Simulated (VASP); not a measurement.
# CeO2 (Fm-3m) in VASP: vibrations by perturbation theory with PBE

Aim: the vibrations by perturbation theory of CeO2 with PBE.

Everything below comes from runs of VASP 6.6.1. Logs are shortened: lines on timing, memory, paths and dates and some standing lists are left out, and cuts for length are marked.

**1. The cell of the first run**

The structure is cubic, space group Fm-3m (No. 225). Conventional cell: a = 5.407 Å, b = 5.407 Å, c = 5.407 Å, α = 90.00°, β = 90.00°, γ = 90.00°. Within 3.1 Å of Ce (site symmetry m-3m) lie 8 O at 2.34 Å. O (site symmetry -43m) has 4 Ce at 2.34 Å and 6 O at 2.70 Å within 3.1 Å.

**2. Vibrations by perturbation theory, PBE**

The input, INCAR:

```
SYSTEM = CeO2
PREC     = Accurate       ! precision mode
ENCUT    = 600            ! plane-wave cutoff, eV
EDIFF    = 1E-8           ! SCF threshold, eV
ISMEAR   = 0              ! smearing method
SIGMA    = 0.01           ! smearing width, eV
LREAL    = .FALSE.        ! projectors in reciprocal space
LASPH    = .TRUE.         ! aspherical terms in the spheres
NELM     = 200            ! most SCF steps
ALGO     = Normal         ! electronic algorithm
ISIF     = 2              ! what is computed and relaxed
LWAVE    = .FALSE.        ! write WAVECAR
LCHARG   = .FALSE.        ! write CHGCAR
GGA      = PE             ! functional
NBANDS   = 19             ! bands
IBRION   = 8              ! ionic algorithm
NSW      = 1              ! ionic steps
LEPSILON = .TRUE.         ! dielectric tensor by DFPT
GGA_COMPAT= .FALSE.      
LMAXMIX  = 6              ! l up to which the mixer works
```

The input, KPOINTS:

```
Automatic mesh
0
G
  10 10 10
  0 0 0
```

The input, POSCAR:

```
CeO2
1.0
    0.0000000000      2.7036500000      2.7036500000
    2.7036500000      0.0000000000      2.7036500000
    2.7036500000      2.7036500000      0.0000000000
Ce O
1 2
Direct
    0.0000000000      0.0000000000      0.0000000000
    0.2500000000      0.2500000000      0.2500000000
    0.7500000000      0.7500000000      0.7500000000
```

Potentials or basis: VASP PAW PBE potentials, release 64 (Ce, O).

The run is started by

```sh
cat potpaw_PBE.64/Ce/POTCAR potpaw_PBE.64/O/POTCAR > POTCAR
mpirun -np 1 vasp_std > vasp.out
```

OUTCAR:

```text
SYSTEM = CeO2
   PREC = Accurate
   ENCUT = 600
   EDIFF = 1E-8
   ISMEAR = 0
   LREAL = .FALSE.
   LASPH = .TRUE.
   NELM = 200
   ISIF = 2
   GGA = PE
   IBRION = 8
   NSW = 1
   LEPSILON = .TRUE.

 ion  position               nearest neighbor table
   1  0.000  0.000  0.000-   3 2.34   3 2.34   3 2.34   2 2.34   3 2.34   2 2.34   2 2.34   2 2.34

   2  0.250  0.250  0.250-   1 2.34   1 2.34   1 2.34   1 2.34
   3  0.750  0.750  0.750-   1 2.34   1 2.34   1 2.34   1 2.34

  LATTYP: Found a face centered cubic cell.
 ALAT       =     5.4073000000

  Lattice vectors:

 A1 = (   0.0000000000,   2.7036500000,   2.7036500000)
 A2 = (   2.7036500000,   0.0000000000,   2.7036500000)
 A3 = (   2.7036500000,   2.7036500000,   0.0000000000)

Analysis of symmetry for initial positions (statically):
=====================================================================
 Subroutine PRICEL returns:
 Original cell was already a primitive cell.

 Routine SETGRP: Setting up the symmetry group for a
 face centered cubic supercell.

 Subroutine GETGRP returns: Found 48 space group operations
 (whereof 48 operations were pure point group operations)
 out of a pool of 48 trial point group operations.

The static configuration has the point symmetry O_h .

Analysis of symmetry for dynamics (positions and initial velocities):
=====================================================================
 Subroutine PRICEL returns:
 Original cell was already a primitive cell.

 Routine SETGRP: Setting up the symmetry group for a
 face centered cubic supercell.

 Subroutine GETGRP returns: Found 48 space group operations
 (whereof 48 operations were pure point group operations)
 out of a pool of 48 trial point group operations.

The dynamic configuration has the point symmetry O_h .

 Subroutine INISYM returns: Found 48 space group operations
 (whereof 48 operations are pure point group operations),
 and found     1 'primitive' translations

----------------------------------------------------------------------------------------

                                     Primitive cell

  volume of cell :      39.5259

  direct lattice vectors                    reciprocal lattice vectors
     0.000000000  2.703650000  2.703650000    -0.184935180  0.184935180  0.184935180
     2.703650000  0.000000000  2.703650000     0.184935180 -0.184935180  0.184935180
     2.703650000  2.703650000  0.000000000     0.184935180  0.184935180 -0.184935180

  length of vectors
     3.823538498  3.823538498  3.823538498     0.320317128  0.320317128  0.320317128

  position of ions in fractional coordinates (direct lattice)
     0.000000000  0.000000000  0.000000000
     0.250000000  0.250000000  0.250000000
     0.750000000  0.750000000  0.750000000

  ion indices of the primitive-cell ions
   primitive index   ion index
                 1           1
                 2           2
                 3           3

----------------------------------------------------------------------------------------

 KPOINTS: Automatic mesh

Automatic generation of k-mesh.
 Grid dimensions read from file:
 generate k-points for:   10   10   10

[... 692 lines left out ...]

--------------------------------------- Ionic step        3  -------------------------------------------

------------------------ aborting loop because EDIFF is reached ----------------------------------------

 PIEZOELECTRIC TENSOR FIELD DIRECTION 3  (e Angst)
 -----------------------------------------------------------------------------
    -0.00101  0.00000  0.00000           ( -0.00015  0.00000  0.00000)
     0.00000 -0.00101  0.00000           (  0.00000 -0.00015  0.00000)
     0.00000 -0.00000 -0.00070           (  0.00000  0.00000 -0.00004)

 PIEZOELECTRIC TENSOR FIELD DIRECTION 3  (C/m^2)
 -----------------------------------------------------------------------------
    -0.00041  0.00000  0.00000
     0.00000 -0.00041  0.00000
     0.00000 -0.00000 -0.00029

--------------------------------------- Ionic step        4  -------------------------------------------

------------------------ aborting loop because EDIFF is reached ----------------------------------------

[... ionic steps 5 to 6 ...]

--------------------------------------- Ionic step        7  -------------------------------------------

 Free energy of the ion-electron system (eV)
  ---------------------------------------------------
  ---------------------------------------------------
  free energy    TOTEN  =        -0.37002032 eV

  energy without entropy =       -0.37002032

------------------------ aborting loop because EDIFF is reached ----------------------------------------

 INTERNAL STRAIN TENSOR  FOR ION    2  DIRECTION 1   (eV/Angst):
 -----------------------------------------------------------------------------
    -0.00401  0.00000  0.00000
     0.00000 -0.00399 -2.04347
     0.00000 -2.04347 -0.00399

 MACROSCOPIC STATIC DIELECTRIC TENSOR (including local field effects in DFT)
 ------------------------------------------------------
           7.808447     0.000000    -0.000000
           0.000000     7.808447     0.000000
           0.000000     0.000000     7.808447
 ------------------------------------------------------

 PIEZOELECTRIC TENSOR (including local field effects)  for field in x, y, z        (e  Angst)
          XX          YY          ZZ          XY          YZ          ZX
  --------------------------------------------------------------------------------
  x     0.00000     0.00000     0.00000     0.00000     0.00000     0.00000
  y     0.00000     0.00000     0.00000     0.00000     0.00000     0.00000
  z     0.00000     0.00000     0.00000     0.00000     0.00000     0.00000

 PIEZOELECTRIC TENSOR (including local field effects)  for field in x, y, z        (C/m^2)
          XX          YY          ZZ          XY          YZ          ZX
  --------------------------------------------------------------------------------
  x     0.00000     0.00000     0.00000     0.00000     0.00000     0.00000
  y     0.00000     0.00000     0.00000     0.00000     0.00000     0.00000
  z     0.00000     0.00000     0.00000     0.00000     0.00000     0.00000

 BORN EFFECTIVE CHARGES (including local field effects) (in |e|, cummulative output)
 ---------------------------------------------------------------------------------
 ion    1
    1     5.75338     0.00000     0.00000
    2     0.00000     5.75338     0.00000
    3     0.00000     0.00000     5.75338
 ion    2
    1    -2.87669     0.00000     0.00000
    2     0.00000    -2.87669     0.00000
    3     0.00000     0.00000    -2.87669
 ion    3
    1    -2.87669     0.00000     0.00000
    2     0.00000    -2.87669     0.00000
    3     0.00000     0.00000    -2.87669

 INTERNAL STRAIN TENSOR FOR ION    3 for displacements in x,y,z  (eV/Angst):
          X           Y           Z          XY          YZ          ZX
  --------------------------------------------------------------------------------
  x     0.00000     0.00000     0.00000     0.00000     2.04347     0.00000
  y     0.00000     0.00000     0.00000     0.00000     0.00000     2.04347
  z     0.00000     0.00000     0.00000     2.04347     0.00000     0.00000

 SECOND DERIVATIVES (NOT SYMMETRIZED)
 ------------------------------------
               1X          1Y          1Z          2X          2Y          2Z          3X          3Y          3Z
  1X    -8.957556    0.000000    0.000000    4.478778    0.000000    0.000000    4.478778    0.000000    0.000000
  1Y     0.000000   -8.957556    0.000000    0.000000    4.478778    0.000000    0.000000    4.478778    0.000000
  1Z     0.000000    0.000000   -8.957556    0.000000    0.000000    4.478778    0.000000    0.000000    4.478778
  2X     3.808908    0.000000    0.000000   -7.528866    0.000000    0.000000    3.719958    0.000000    0.000000
  2Y     0.000000    3.808908    0.000000    0.000000   -7.528866    0.000000    0.000000    3.719958    0.000000
  2Z     0.000000    0.000000    3.808908    0.000000    0.000000   -7.528866    0.000000    0.000000    3.719958
  3X     3.808908    0.000000    0.000000    3.719958    0.000000    0.000000   -7.528866    0.000000    0.000000
  3Y     0.000000    3.808908    0.000000    0.000000    3.719958    0.000000    0.000000   -7.528866    0.000000
  3Z     0.000000    0.000000    3.808908    0.000000    0.000000    3.719958    0.000000    0.000000   -7.528866

 Eigenvectors and eigenvalues of the dynamical matrix
 ----------------------------------------------------

   1 f  =   13.108237 THz    82.361484 2PiTHz  437.243729 cm-1    54.211289 meV
             X         Y         Z           dx          dy          dz
      0.000000  0.000000  0.000000    -0.000000   -0.000000   -0.000000
      1.351825  1.351825  1.351825    -0.000000   -0.000000    0.707107
      4.055475  4.055475  4.055475     0.000000    0.000000   -0.707107
[... 43 lines left out ...]
   9 f/i=    0.284441 THz     1.787197 2PiTHz    9.487937 cm-1     1.176354 meV
             X         Y         Z           dx          dy          dz
      0.000000  0.000000  0.000000    -0.003498   -0.868224   -0.183974
      1.351825  1.351825  1.351825    -0.001284   -0.318749   -0.067542
      4.055475  4.055475  4.055475    -0.001284   -0.318749   -0.067542

--------------------------------------------------------------------------------------------------------

 MACROSCOPIC STATIC DIELECTRIC TENSOR IONIC CONTRIBUTION
 ------------------------------------------------------
          17.756536    -0.000000    -0.000000
          -0.000000    17.756536     0.000000
          -0.000000     0.000000    17.756536
 ------------------------------------------------------

 ELASTIC MODULI CONTR FROM IONIC RELAXATION (kBar)
 Direction    XX          YY          ZZ          XY          YZ          ZX
 --------------------------------------------------------------------------------
 XX          -0.0000     -0.0000     -0.0000     -0.0000     -0.0000     -0.0000
 YY          -0.0000     -0.0000     -0.0000     -0.0000     -0.0000     -0.0000
 ZZ          -0.0000     -0.0000     -0.0000     -0.0000     -0.0000     -0.0000
 XY          -0.0000     -0.0000     -0.0000    -30.0946     -0.0000     -0.0000
 YZ          -0.0000     -0.0000     -0.0000     -0.0000    -30.0946     -0.0000
 ZX          -0.0000     -0.0000     -0.0000     -0.0000     -0.0000    -30.0946
 --------------------------------------------------------------------------------

 PIEZOELECTRIC TENSOR IONIC CONTR  for field in x, y, z        (C/m^2)
          XX          YY          ZZ          XY          YZ          ZX
  --------------------------------------------------------------------------------
  x     0.00000    -0.00000     0.00000    -0.00000    -0.00000     0.00000
  y    -0.00000     0.00000    -0.00000    -0.00000     0.00000    -0.00000
  z    -0.00000     0.00000    -0.00000     0.00000     0.00000    -0.00000
```

It took 18 min on 1 thread of Intel Xeon 6975P-C (Granite Rapids), shared host; peak memory 0.57 GiB.

What came out:

```yaml
Electronic_dielectric_tensor_diagonal: 7.81
Born_charges_mean_of_the_diagonal: Ce +5.75; O -2.88 e
Highest_phonon_frequency_at_Γ_LO-TO_splitting_left_out: 437 cm⁻¹
```

Phonon frequencies in cm⁻¹ (negative: imaginary):
| q point | frequencies |
| --- | --- |
| (0.000, 0.000, 0.000) | -9 -9 -9 287 287 287 437 437 437 |

Electronic dielectric tensor:
```
7.81 0.00 0.00
0.00 7.81 0.00
0.00 0.00 7.81
```

Born effective charge tensors (e):
atom 1, Ce
```
5.75 0.00 0.00
0.00 5.75 0.00
0.00 0.00 5.75
```
atom 2, O
```
-2.88  0.00  0.00
 0.00 -2.88  0.00
 0.00  0.00 -2.88
```
atom 3, O
```
-2.88  0.00  0.00
 0.00 -2.88  0.00
 0.00  0.00 -2.88
```

Caveat: the cell stands under pressure or tension, which shifts response properties; spin-orbit coupling is left out, which moves the levels of the heavy elements; the run has no spin polarisation, though such a crystal can be magnetic; semilocal functionals describe open f shells poorly, which spoils levels, moments and volumes.
